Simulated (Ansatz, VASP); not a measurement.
**CdS in VASP and in Ansatz**

```
CELL_PARAMETERS angstrom
0.00000 2.91650 2.91650
2.91650 0.00000 2.91650
2.91650 2.91650 0.00000
ATOMIC_POSITIONS crystal
Cd 0.00000 0.00000 0.00000
S 0.75000 0.75000 0.75000
```

Alike in both runs: task single point; functional r2SCAN; dispersion D3(BJ); k mesh 8 × 8 × 8; occupations gaussian, width 0.025 eV; collinear spin.

|  | VASP | Ansatz |
| --- | --- | --- |
| version | VASP 6.6.1 | Ansatz 0.2.0 |
| potentials or method | VASP PAW PBE potentials, release 64 (Cd_sv_GW, S) | SPMS NC |
| plane-wave cutoff (eV) | 700 | 653 |
| valence electrons in the cell | 26 | 26 |

|  | VASP | Ansatz | Ansatz less VASP |
| --- | --- | --- | --- |
| gap on the k mesh at the Fermi level (eV) | 1.60 | 1.39 | -0.202 |
| least direct gap on the mesh (eV) | 1.60 | 1.39 | -0.202 |
| pressure (GPa) | 0.4 | 0.0 | -0.35 |
| net moment per atom (μB) | 0.00 | 0.00 | 0.000 |

VASP's potentials were made for PBE, not for r2SCAN.

Noted on Ansatz's run: the meta-GGA runs on potentials made for a GGA.
